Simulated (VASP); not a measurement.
# Li4H4S (I4/m) in VASP: single point with PBE

Aim: the single point of Li4H4S with PBE.

Everything below comes from runs of VASP 6.6.1. Logs are shortened: lines on timing, memory, paths and dates and some standing lists are left out, and cuts for length are marked.

### Step 1. The cell of the first run

The structure is tetragonal, space group I4/m (No. 87). Conventional cell: a = 6.449 Å, b = 6.449 Å, c = 4.185 Å, α = 90.00°, β = 90.00°, γ = 90.00°. Within 2.5 Å of Li (site symmetry m) lie 5 H at 1.91 to 2.22 Å. H (site symmetry m) has 5 Li at 1.91 to 2.22 Å and 1 S at 1.93 Å within 2.5 Å. Within 2.6 Å of S (site symmetry 4/m) lie 4 H at 1.93 Å.

### Step 2. Single point, PBE

POSCAR

```
Li4H4S
1.0
    0.0000000000      0.0000000000      4.1847330000
    3.2242690000     -3.2242690000      2.0923670000
    3.2242690000      3.2242690000     -2.0923670000
Li H S
4 4 1
Direct
    0.2110000000      0.1840000000      0.6060000000
    0.3950000000      0.3940000000      0.1840000000
    0.7890000000      0.8160000000      0.3940000000
    0.6050000000      0.6060000000      0.8160000000
    0.2920000000      0.7740000000      0.3580000000
    0.0660000000      0.6420000000      0.7740000000
    0.7080000000      0.2260000000      0.6420000000
    0.9340000000      0.3580000000      0.2260000000
    0.0000000000      0.0000000000      0.0000000000
```

INCAR.step1

```
ALGO = Normal
EDIFF = 1E-7
ENCUT = 520
GGA = PE
ISIF = 2
ISMEAR = -1
LASPH = True
LCHARG = True
LREAL = False
LWAVE = False
NBANDS = 21
NELM = 100
PREC = Accurate
SIGMA = 0.1
```

KPOINTS.step1

```
k-points
0
Gamma
  7 7 7
```

INCAR.step2

```
ALGO = Normal
EDIFF = 1E-7
ENCUT = 520
GGA = PE
ICHARG = 11
ISIF = 2
ISMEAR = -5
LASPH = True
LCHARG = False
LORBIT = 11
LREAL = False
LWAVE = False
NBANDS = 21
NEDOS = 1001
NELM = 100
PREC = Accurate
SIGMA = 0.1
```

KPOINTS.step2

```
k-points
0
Gamma
  11 11 11
```

Potentials or basis: VASP PAW PBE potentials, release 64 (Li_sv, H, S).

Run with:

```console
$ cat potpaw_PBE.64/Li_sv/POTCAR potpaw_PBE.64/H/POTCAR potpaw_PBE.64/S/POTCAR > POTCAR
$ cp INCAR.step1 INCAR
$ cp KPOINTS.step1 KPOINTS
$ mpirun -np 1 vasp_std > vasp.out
$ cp INCAR.step2 INCAR
$ cp KPOINTS.step2 KPOINTS
$ mpirun -np 1 vasp_std > vasp.out
```

OUTCAR:

```text
EDIFF = 1E-7
   ENCUT = 520
   GGA = PE
   ICHARG = 11
   ISIF = 2
   ISMEAR = -5
   LASPH = True
   LORBIT = 11
   LREAL = False
   NELM = 100
   PREC = Accurate

 ion  position               nearest neighbor table
   1  0.211  0.184  0.606-
   2  0.395  0.394  0.184-
   3  0.789  0.816  0.394-
   4  0.605  0.606  0.816-
   5  0.292  0.774  0.358-
   6  0.066  0.642  0.774-
   7  0.708  0.226  0.642-
   8  0.934  0.358  0.226-
   9  0.000  0.000  0.000-

  LATTYP: Found a body centered tetragonal cell.
 ALAT       =     6.4485380000
 C/A-ratio  =     0.6489429077

  Lattice vectors:

 A1 = (   3.2242690000,  -3.2242690000,  -2.0923660000)
 A2 = (  -3.2242690000,   3.2242690000,  -2.0923670000)
 A3 = (   3.2242690000,   3.2242690000,   2.0923660000)

Analysis of symmetry for initial positions (statically):
=====================================================================
 Subroutine PRICEL returns:
 Original cell was already a primitive cell.

 Routine SETGRP: Setting up the symmetry group for a
 body centered tetragonal supercell.

 Subroutine GETGRP returns: Found  8 space group operations
 (whereof  8 operations were pure point group operations)
 out of a pool of 16 trial point group operations.

The static configuration has the point symmetry C_4h.

Analysis of symmetry for dynamics (positions and initial velocities):
=====================================================================
 Subroutine PRICEL returns:
 Original cell was already a primitive cell.

 Routine SETGRP: Setting up the symmetry group for a
 body centered tetragonal supercell.

 Subroutine GETGRP returns: Found  8 space group operations
 (whereof  8 operations were pure point group operations)
 out of a pool of 16 trial point group operations.

The dynamic configuration has the point symmetry C_4h.

 Subroutine INISYM returns: Found  8 space group operations
 (whereof  8 operations are pure point group operations),
 and found     1 'primitive' translations

----------------------------------------------------------------------------------------

                                     Primitive cell

  volume of cell :      87.0082

[... 118 lines left out ...]
   EFERMI =   0.00;   METHOD = LEGACY
   ISMEAR =    -5;   SIGMA  =   0.10  broadening in eV -4-tet -1-fermi 0-gaus
   EFERMI_NEDOS =   21; number of points for ismear=-14 and -15
   IALGO  =     38    algorithm
   IMIX   =      4    mixing-type and parameters
     AMIX     =   0.40;   BMIX     =  1.00
     AMIX_MAG =   1.60;   BMIX_MAG =  1.00
  volume/ion in A,a.u.               =       9.67        65.24
  Fermi-wavevector in a.u.,A,eV,Ry     =   1.035211  1.956266 14.580850  1.071662
  Thomas-Fermi vector in A             =   2.169544
   LORBIT       =     11    0 simple, 1 ext, 2 COOP (PROOUT), +10 PAW based schemes
   GGA     = PE    functional components
   LHFCALC =     F    Hartree Fock is set to
   AEXX    =    0.0000 exact exchange contribution
   IVDW    =     0    specifies the selected vdW correction
   LEPSILON=     F    determine dielectric tensor
   LRPA    =     F    only Hartree local field effects (RPA)
 non-spin polarized calculation
 Fermi weights with tetrahedron method with Bloechl corrections
  energy-cutoff  :      520.00
  volume of cell :       87.01
 maximum number of plane-waves:      2370

 number of electron      21.9999999 magnetization

 Free energy of the ion-electron system (eV)
  ---------------------------------------------------
  ext. energy  EPLUGINS =         0.00000000
  ---------------------------------------------------
  free energy    TOTEN  =       -25.45870953 eV

  energy without entropy =      -25.45870953  energy(sigma->0) =      -25.45870953

 E-fermi :   3.4750     XC(G=0):  -8.7312

 val. band max:        3.4888519219   @ k =   0.1818  -0.4545   0.1818
 cond. band min:       3.4645683637   @ k =   0.3636   0.1818   0.0909
 fundamental gap:     -0.0242835582
 Fermi energy:         3.4749633724

 k-point     1 :       0.0000    0.0000    0.0000
  band No.  band energies     occupation
      1     -43.5748      2.00000
      2     -43.5425      2.00000
      3     -43.5414      2.00000
      4     -43.5414      2.00000
      5     -11.0675      2.00000
      6      -3.1366      2.00000
[... 565 lines left out ...]
     20      10.2990      0.00000
     21      12.0608      0.00000

 [... further k-points ...]

------------------------ aborting loop because EDIFF is reached ----------------------------------------

  FORCE on cell =-STRESS in cart. coord.  units (eV):
  Direction    XX          YY          ZZ          XY          YZ          ZX
  --------------------------------------------------------------------------------------
  -------------------------------------------------------------------------------------
  Total        2.7915089      2.7915089     -3.6427204     -0.0000000     -0.0000004     -0.0000000
  in kB       51.4031001     51.4031001    -67.0773868     -0.0000002     -0.0000080     -0.0000000
  external PRESSURE =      11.9096045 kB  Pullay stress =       0.0000000 kB

 VOLUME and BASIS-vectors are now :
 -----------------------------------------------------------------------------
  energy-cutoff  :      520.00
  volume of cell :       87.01
      direct lattice vectors                 reciprocal lattice vectors
     0.000000000  0.000000000  4.184733000     0.000000000  0.155073947  0.238963872
     3.224269000 -3.224269000  2.092367000     0.155073910 -0.155073910  0.000000000
     3.224269000  3.224269000 -2.092367000     0.155073910  0.155073910  0.000000000

 POSITION                                       TOTAL-FORCE (eV/Angst)
 -----------------------------------------------------------------------------------
      2.54717      1.36064     -0.00000         0.112372     -0.398917      0.000000
      1.86363     -0.67710      2.09237         0.398917      0.112372     -0.000000
      3.90137     -1.36064      4.18473        -0.112372      0.398917     -0.000000
      4.58491      0.67710      2.09237        -0.398917     -0.112372      0.000000
      3.64987     -1.34130      2.09237         0.734912      0.830690     -0.000000
      4.56556      0.42560     -0.00000        -0.830690      0.734912     -0.000000
      2.79867      1.34130      2.09237        -0.734912     -0.830690      0.000000
      1.88297     -0.42560      4.18473         0.830690     -0.734912      0.000000
      0.00000      0.00000      0.00000         0.000000     -0.000000      0.000000
 -----------------------------------------------------------------------------------
    total drift:                               -0.000000     -0.000000      0.000000

  FREE ENERGIE OF THE ION-ELECTRON SYSTEM (eV)
  ---------------------------------------------------
  free  energy   TOTEN  =       -25.4587095323 eV

  energy  without entropy=      -25.4587095323  energy(sigma->0) =      -25.45870953

 total charge

# of ion       s       p       d       tot
------------------------------------------
    1        2.016   0.054   0.000   2.070
    2        2.016   0.054   0.000   2.070
    3        2.016   0.054   0.000   2.070
    4        2.016   0.054   0.000   2.070
    5        0.494   0.010   0.000   0.503
    6        0.494   0.010   0.000   0.503
    7        0.494   0.010   0.000   0.503
    8        0.494   0.010   0.000   0.503
    9        1.422   2.190   0.000   3.612
--------------------------------------------------
tot         11.459   2.446   0.000  13.904
```

OUTCAR.step1:

```text
EDIFF = 1E-7
   ENCUT = 520
   GGA = PE
   ISIF = 2
[... 825 lines left out ...]
      4.56556      0.42560     -0.00000        -0.831071      0.741794     -0.000000
      2.79867      1.34130      2.09237        -0.741794     -0.831071      0.000000
      1.88297     -0.42560      4.18473         0.831071     -0.741794      0.000000
      0.00000      0.00000      0.00000        -0.000000      0.000000      0.000000
 -----------------------------------------------------------------------------------
    total drift:                               -0.000000     -0.000000      0.000000

  FREE ENERGIE OF THE ION-ELECTRON SYSTEM (eV)
  ---------------------------------------------------
  free  energy   TOTEN  =       -25.4911442016 eV

  energy  without entropy=      -25.4217830964  energy(sigma->0) =      -25.45646365
```

Wall time 3.8 min (1 thread of Intel Xeon Platinum 8488C (Sapphire Rapids), shared host); peak memory 0.41 GiB.

Results:

| Item | Value |
| --- | --- |
| Valence electrons inside the program's atomic spheres | Li 2.07; H 0.50; S 3.61 |

Caveat: the cutoff is under 1.25 times the usual one of these potentials, so pressure, stress and relaxed cells hold a basis-set (Pulay) error; tetrahedron occupations give inexact forces and stress in metals.
